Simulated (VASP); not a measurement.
Wanted: the native input for a VASP 6.6.1 run.

- Task: single point
- Functional: PBE
- Potentials or basis: VASP PAW PBE potentials, release 64 (Sn_d, O)
- Cutoff: 520 eV
- k mesh: 12 × 12 × 12
- Occupations: gaussian, width 0.05 eV
- Spin: no spin polarisation
- Dipole correction: no
- Further INCAR settings: ALGO = Normal; EDIFF = 1e-06; NBANDS = 20

The structure of SnO2 lies in POSCAR:

```
SnO2
1.0
    1.5965564961      0.9217723228      4.8567771841
   -1.5965564961      0.9217723228      4.8567771841
    0.0000000000     -1.8435446456      4.8567771841
Sn O
1 2
Direct
    0.5098364945      0.4901635055      0.5000000000
    0.1983900727      0.2713752757      0.2348826742
    0.7286247243      0.8016099273      0.7651173258
```

This cell differs from its parent crystal: atoms displaced along a vibrational mode, the cell strained.

These files were run (other wordings do the same):

INCAR

```
ALGO = Normal
EDIFF = 1E-6
ENCUT = 520
GGA = PE
ISIF = 2
ISMEAR = 0
LASPH = True
LCHARG = False
LREAL = False
LWAVE = False
NBANDS = 20
NELM = 100
PREC = Accurate
SIGMA = 0.05
```

KPOINTS

```
k-points
0
Gamma
  12 12 12
```

Potentials or basis: VASP PAW PBE potentials, release 64 (Sn_d, O).

The run is started by

```console
$ cat potpaw_PBE.64/Sn_d/POTCAR potpaw_PBE.64/O/POTCAR > POTCAR
$ mpirun -np 1 vasp_std > vasp.out
```

Results of the run:

```
Pressure               : 8.9 GPa
Largest force          : 2.538 eV/Å
Band gap on the k mesh : 2.23 eV (least direct gap 2.43 eV)
```

Caveat: the cell differs from its parent crystal (atoms displaced along a vibrational mode, the cell strained); the cell stands under pressure; spin-orbit coupling is left out, which moves the levels of the heavy elements; forces of over 1 eV/Å act on the atoms, so gaps and moduli don't describe the material at rest.

Run time: 18 min on 1 thread of Oxide Virtual Turin-like Processor, with other jobs on the host, peak memory 0.48 GiB.
